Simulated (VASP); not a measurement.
# ZnSe (NiAs type) (P6_3/mmc) in VASP: a series of runs

ZnSe (NiAs type) is run at these levels: PBE; tasks: single point.

Everything below comes from runs of VASP 6.6.1. Logs are shortened: lines on timing, memory, paths and dates and some standing lists are left out, and cuts for length are marked.

## Step 1: The cell of the first run

It takes space group P6_3/mmc (No. 194, hexagonal). Conventional cell: a = 3.819 Å, b = 3.819 Å, c = 6.180 Å, α = 90.00°, β = 90.00°, γ = 120.00°. Within 3.6 Å of Zn (site symmetry -3m) lie 6 Se at 2.69 Å and 2 Zn at 3.09 Å. Within 3.6 Å of Se (site symmetry -6m2) lie 6 Zn at 2.69 Å.

## Step 2: Single point, PBE

File INCAR:

```
SYSTEM = ZnSe
PREC     = Accurate       ! precision mode
ENCUT    = 520            ! plane-wave cutoff, eV
EDIFF    = 1E-6           ! SCF threshold, eV
ISMEAR   = -1             ! smearing method
SIGMA    = 0.08           ! smearing width, eV
LREAL    = .False.        ! projectors in reciprocal space
LASPH    = .True.         ! aspherical terms in the spheres
NELM     = 100            ! most SCF steps
ALGO     = Normal         ! electronic algorithm
ISIF     = 2              ! what is computed and relaxed
LWAVE    = .False.        ! write WAVECAR
LCHARG   = .True.         ! write CHGCAR
GGA      = PE             ! functional
LELF     = .True.         ! ELF
LVHAR    = .True.       
NBANDS   = 26             ! bands
```

File KPOINTS:

```
regular mesh
0
Gamma
  10 10 6
  0 0 0
```

File POSCAR:

```
ZnSe
1.0
    3.8191490788      0.0000000000      0.0000000000
   -1.9095745394      3.3074801231      0.0000000000
    0.0000000000      0.0000000000      6.1800139060
Zn Se
2 2
Direct
    0.0000000000      0.0000000000      0.0000000000
    0.0000000000      0.0000000000      0.5000000000
    0.3333333333      0.6666666667      0.2500000000
    0.6666666667      0.3333333333      0.7500000000
```

Potentials or basis: VASP PAW PBE potentials, release 64 (Zn, Se).

Launch:

```sh
> cat potpaw_PBE.64/Zn/POTCAR potpaw_PBE.64/Se/POTCAR > POTCAR
> mpirun -np 1 vasp_std > vasp.out
```

OUTCAR:

```text
SYSTEM = ZnSe
   PREC = Accurate
   ENCUT = 520
   EDIFF = 1E-6
   ISMEAR = -1
   LREAL = .False.
   LASPH = .True.
   NELM = 100
   ISIF = 2
   GGA = PE

 ion  position               nearest neighbor table
   1  0.000  0.000  0.000-   3 2.69   4 2.69   4 2.69   3 2.69   4 2.69   3 2.69
   2  0.000  0.000  0.500-   3 2.69   4 2.69   4 2.69   3 2.69   4 2.69   3 2.69
   3  0.333  0.667  0.250-   1 2.69   2 2.69   1 2.69   2 2.69   1 2.69   2 2.69
   4  0.667  0.333  0.750-   1 2.69   2 2.69   1 2.69   2 2.69   1 2.69   2 2.69

  LATTYP: Found a hexagonal cell.
 ALAT       =     3.8191490788
 C/A-ratio  =     1.6181651406

  Lattice vectors:

 A1 = (   3.8191490788,   0.0000000000,   0.0000000000)
 A2 = (  -1.9095745394,   3.3074801231,   0.0000000000)
 A3 = (   0.0000000000,   0.0000000000,   6.1800139060)

Analysis of symmetry for initial positions (statically):
=====================================================================
 Subroutine PRICEL returns:
 Original cell was already a primitive cell.

 Routine SETGRP: Setting up the symmetry group for a
 hexagonal supercell.

 Subroutine GETGRP returns: Found 24 space group operations
 (whereof 12 operations were pure point group operations)
 out of a pool of 24 trial point group operations.

The static configuration has the point symmetry D_3d.
 The point group associated with its full space group is D_6h.

Analysis of symmetry for dynamics (positions and initial velocities):
=====================================================================
 Subroutine PRICEL returns:
 Original cell was already a primitive cell.

 Routine SETGRP: Setting up the symmetry group for a
 hexagonal supercell.

 Subroutine GETGRP returns: Found 24 space group operations
 (whereof 12 operations were pure point group operations)
 out of a pool of 24 trial point group operations.

The dynamic configuration has the point symmetry D_3d.
 The point group associated with its full space group is D_6h.

 Subroutine INISYM returns: Found 24 space group operations
 (whereof 12 operations are pure point group operations),
 and found     1 'primitive' translations

----------------------------------------------------------------------------------------

                                     Primitive cell

  volume of cell :      78.0645

  direct lattice vectors                    reciprocal lattice vectors
     3.819149079  0.000000000  0.000000000     0.261838430  0.151172488  0.000000000
    -1.909574539  3.307480123  0.000000000     0.000000000  0.302344976  0.000000000
     0.000000000  0.000000000  6.180013906     0.000000000  0.000000000  0.161811934

  length of vectors
     3.819149079  3.819149079  6.180013906     0.302344976  0.302344976  0.161811934

  position of ions in fractional coordinates (direct lattice)
     0.000000000  0.000000000  0.000000000
     0.000000000  0.000000000  0.500000000
     0.333333333  0.666666667  0.250000000
     0.666666667  0.333333333  0.750000000

  ion indices of the primitive-cell ions
   primitive index   ion index
                 1           1
                 2           2
                 3           3
                 4           4

----------------------------------------------------------------------------------------

 KPOINTS: regular mesh

Automatic generation of k-mesh.
 Grid dimensions read from file:
 generate k-points for:   10   10    6

 Generating k-lattice:

  Cartesian coordinates                     Fractional coordinates (reciprocal lattice)
     0.026183843  0.015117249  0.000000000     0.100000000  0.000000000  0.000000000
     0.000000000  0.030234498  0.000000000     0.000000000  0.100000000  0.000000000
     0.000000000  0.000000000  0.026968656     0.000000000  0.000000000  0.166666667

  Length of vectors
     0.030234498  0.030234498  0.026968656

  Shift w.r.t. Gamma in fractional coordinates (k-lattice)
     0.000000000  0.000000000  0.000000000

 Subroutine IBZKPT returns following result:
 ===========================================

 Found     56 irreducible k-points:

 Following reciprocal coordinates:
            Coordinates               Weight
  0.000000  0.000000  0.000000      1.000000
  0.100000  0.000000  0.000000      6.000000
  0.200000  0.000000  0.000000      6.000000
  0.300000  0.000000  0.000000      6.000000
  0.400000 -0.000000  0.000000      6.000000
  0.500000 -0.000000  0.000000      3.000000
[... 16 lines left out ...]
  0.300000  0.100000  0.166667     24.000000
  0.400000  0.100000  0.166667     24.000000
 [... further k-points ...]
   k-points           NKPTS =     56   k-points in BZ     NKDIM =     56   number of bands    NBANDS=     26
   number of dos      NEDOS =    301   number of ions     NIONS =      4
   total plane-waves  NPLWV =  37632
   dimension x,y,z NGX =    28 NGY =   28 NGZ =   48
   dimension x,y,z NGXF=    56 NGYF=   56 NGZF=   96
   ions per type =               2   2
   NGX,Y,Z   is equivalent  to a cutoff of  12.19, 12.19, 12.91 a.u.
   NGXF,Y,Z  is equivalent  to a cutoff of  24.38, 24.38, 25.82 a.u.
 SYSTEM =  ZnSe
   PREC   = accura    normal or accurate (medium, high low for compatibility)
   ISTART =      0    job   : 0-new  1-cont  2-samecut
   ICHARG =      2    charge: 1-file 2-atom 10-const
   ISPIN  =      1    spin polarized calculation?
   LNONCOLLINEAR =      F non collinear calculations
   LSORBIT =      F    spin-orbit coupling
   LASPH  =      T    aspherical Exc in radial PAW
   ENCUT  =  520.0 eV  38.22 Ry    6.18 a.u.   7.10  7.10 11.49*2*pi/ulx,y,z
   NELM   =    100;   NELMIN=  2; NELMDL= -5     # of ELM steps
   EDIFF  = 0.1E-05   stopping-criterion for ELM
   LREAL  =      F    real-space projection
   EDIFFG = 0.1E-04   stopping-criterion for IOM
   NSW    =      0    number of steps for IOM
   IBRION =     -1    ionic relax: 0-MD 1-quasi-New 2-CG
   NFREE  =      0    steps in history (QN), initial steepest desc. (CG)
   ISIF   =      2    stress and relaxation
   ISYM   =      2    0-nonsym 1-usesym 2-fastsym
   POTIM  = 0.5000    time-step for ionic-motion
   TEBEG  =    0.0;   TEEND  =   0.0 temperature during run
   PSTRESS=    0.0 pullay stress
   NELECT =      36.0000    total number of electrons
   NUPDOWN=      -1.0000    fix difference up-down
   EMIN   =  10.00;   EMAX   =-10.00  energy-range for DOS
   EFERMI =   0.00;   METHOD = LEGACY
   ISMEAR =    -1;   SIGMA  =   0.08  broadening in eV -4-tet -1-fermi 0-gaus
   EFERMI_NEDOS =   21; number of points for ismear=-14 and -15
   IALGO  =     38    algorithm
   IMIX   =      4    mixing-type and parameters
     AMIX     =   0.40;   BMIX     =  1.00
     AMIX_MAG =   1.60;   BMIX_MAG =  1.00
  volume/ion in A,a.u.               =      19.52       131.70
  Fermi-wavevector in a.u.,A,eV,Ry     =   1.264808  2.390140 21.765770  1.599739
  Thomas-Fermi vector in A             =   2.398094
   LORBIT       =      0    0 simple, 1 ext, 2 COOP (PROOUT), +10 PAW based schemes
   GGA     = PE    functional components
   LHFCALC =     F    Hartree Fock is set to
   AEXX    =    0.0000 exact exchange contribution
   IVDW    =     0    specifies the selected vdW correction
   LEPSILON=     F    determine dielectric tensor
   LRPA    =     F    only Hartree local field effects (RPA)
 non-spin polarized calculation
  energy-cutoff  :      520.00
  volume of cell :       78.06
 maximum number of plane-waves:      2120
   NGX = 15   NGY = 15   NGZ = 23

 number of electron      35.9999995 magnetization

 Free energy of the ion-electron system (eV)
  ---------------------------------------------------
  ext. energy  EPLUGINS =         0.00000000
  ---------------------------------------------------
  free energy    TOTEN  =       -10.79232650 eV

  energy without entropy =      -10.78511066  energy(sigma->0) =      -10.78871858

 E-fermi :   3.1356     XC(G=0): -10.3422

 val. band max:        3.0453943421   @ k =   0.2000   0.0000   0.0000
 cond. band min:       3.3545823985   @ k =   0.0000   0.0000   0.0000
 fundamental gap:      0.3091880564
 Fermi energy:         3.1356335814

 k-point     1 :       0.0000    0.0000    0.0000
  band No.  band energies     occupation
      1     -10.7169      2.00000
      2      -9.3551      2.00000
      3      -3.9876      2.00000
      4      -3.8332      2.00000
      5      -3.8332      2.00000
      6      -3.7714      2.00000
[... 18 lines left out ...]
     25      10.5946      0.00000
     26      11.0928      0.00000

 k-point     2 :       0.1000    0.0000    0.0000
  band No.  band energies     occupation
      1     -10.6299      2.00000
      2      -9.3237      2.00000
      3      -3.9137      2.00000
      4      -3.8286      2.00000
      5      -3.8002      2.00000
      6      -3.7708      2.00000
[... 18 lines left out ...]
     25      11.0954      0.00000
     26      11.3757      0.00000

 k-point     3 :       0.2000    0.0000    0.0000
  band No.  band energies     occupation
      1     -10.3816      2.00000
      2      -9.2443      2.00000
      3      -3.8230      2.00000
      4      -3.7815      2.00000
      5      -3.7531      2.00000
      6      -3.6947      2.00000
[... 18 lines left out ...]
     25      10.3957      0.00000
     26      10.9688      0.00000

 k-point     4 :       0.3000    0.0000    0.0000
  band No.  band energies     occupation
      1     -10.0161      2.00000
      2      -9.1607      2.00000
      3      -3.8379      2.00000
      4      -3.8286      2.00000
      5      -3.7315      2.00000
      6      -3.6704      2.00000
[... 18 lines left out ...]
     25      10.9872      0.00000
     26      11.7597      0.00000
[... 496 lines left out ...]
      1     -10.0993      2.00000
      2      -9.2625      2.00000
      3      -3.8307      2.00000
      4      -3.7602      2.00000
      5      -3.7298      2.00000
      6      -3.6680      2.00000
[... 18 lines left out ...]
     25      10.8793      0.00000
     26      11.6509      0.00000

 k-point    23 :       0.3000    0.1000    0.1667
  band No.  band energies     occupation
      1      -9.7311      2.00000
      2      -9.1731      2.00000
      3      -3.9096      2.00000
      4      -3.7954      2.00000
      5      -3.7245      2.00000
      6      -3.6771      2.00000
[... 18 lines left out ...]
     25      11.1042      0.00000
     26      12.3796      0.00000

 k-point    24 :       0.4000    0.1000    0.1667
  band No.  band energies     occupation
      1      -9.4105      2.00000
      2      -9.1775      2.00000
      3      -4.0374      2.00000
      4      -3.8215      2.00000
      5      -3.7479      2.00000
      6      -3.6951      2.00000
[... 18 lines left out ...]
     25      12.0772      0.00000
     26      12.8704      0.00000

 [... further k-points ...]
[... 5 lines left out ...]
  --------------------------------------------------------------------------------------
  -------------------------------------------------------------------------------------
  Total        0.1030332      0.1030332      0.1021534      0.0000000      0.0000000      0.0000000
  in kB        2.1146310      2.1146310      2.0965732      0.0000000      0.0000000      0.0000000
  external PRESSURE =       2.1086117 kB  Pullay stress =       0.0000000 kB

 VOLUME and BASIS-vectors are now :
 -----------------------------------------------------------------------------
  energy-cutoff  :      520.00
  volume of cell :       78.06
      direct lattice vectors                 reciprocal lattice vectors
     3.819149079  0.000000000  0.000000000     0.261838430  0.151172488  0.000000000
    -1.909574539  3.307480123  0.000000000     0.000000000  0.302344976  0.000000000
     0.000000000  0.000000000  6.180013906     0.000000000  0.000000000  0.161811934

 POSITION                                       TOTAL-FORCE (eV/Angst)
 -----------------------------------------------------------------------------------
      0.00000      0.00000      0.00000        -0.000000      0.000000      0.000000
      0.00000      0.00000      3.09001        -0.000000      0.000000      0.000000
     -0.00000      2.20499      1.54500         0.000000     -0.000000     -0.000000
      1.90957      1.10249      4.63501        -0.000000      0.000000     -0.000000
 -----------------------------------------------------------------------------------
    total drift:                               -0.000000      0.000000      0.000000

  FREE ENERGIE OF THE ION-ELECTRON SYSTEM (eV)
  ---------------------------------------------------
  free  energy   TOTEN  =       -10.7923264957 eV

  energy  without entropy=      -10.7851106615  energy(sigma->0) =      -10.78871858
```

Wall time 58 s (1 thread of AMD EPYC 9R45 (Zen 5), shared host); peak memory 0.22 GiB.

What came out:

```yaml
Free_energy: -10.7923 eV
Pressure: 0.2 GPa
Band_gap_on_the_k_mesh: zero (band 18 reaches 3.05 eV, above the bottom of band 19 at 2.82 eV)
```

## Step 3: Single point, PBE

File INCAR:

```
  PREC = Accurate
  ENCUT = 520
  EDIFF = 1E-6
  ISMEAR = -1
  SIGMA = 0.08
  LREAL = False
  LASPH = True
  NELM = 60
  ALGO = Normal
  ISIF = 2
  LWAVE = False
  LCHARG = True
  GGA = PE
  LELF = True
  LVHAR = True
  NBANDS = 26
```

File KPOINTS:

```
Automatic mesh
0
Gamma
  10 10 6
```

POSCAR is that of step 2.

Potentials or basis: VASP PAW PBE potentials, release 64 (Zn, Se).

Launch:

```sh
> cat potpaw_PBE.64/Zn/POTCAR potpaw_PBE.64/Se/POTCAR > POTCAR
> mpirun -np 1 vasp_std > vasp.out
```

Wall time 57 s (1 thread of AMD EPYC 9R45 (Zen 5), shared host); peak memory 0.22 GiB.

It converged, with:

```yaml
Free_energy: -10.7923 eV
Pressure: 0.2 GPa
Band_gap_on_the_k_mesh: zero (band 18 reaches 3.05 eV, above the bottom of band 19 at 2.82 eV)
```

Levels at points of the mesh, in eV from the Fermi level:
```
           k point  band 16  band 17  band 18  band 19  band 20  band 21
(0.00, 0.00, 0.00)    -0.46    -0.27    -0.27     0.22     2.86     5.94
(0.50, 0.00, 0.00)    -2.54    -2.38    -0.23     1.89     2.71     3.33
(0.00, 0.00, 0.50)    -0.45    -0.45    -0.45     2.63     2.63     5.98
(0.50, 0.00, 0.50)    -1.67    -1.58    -1.58     1.38     1.38     4.96
```
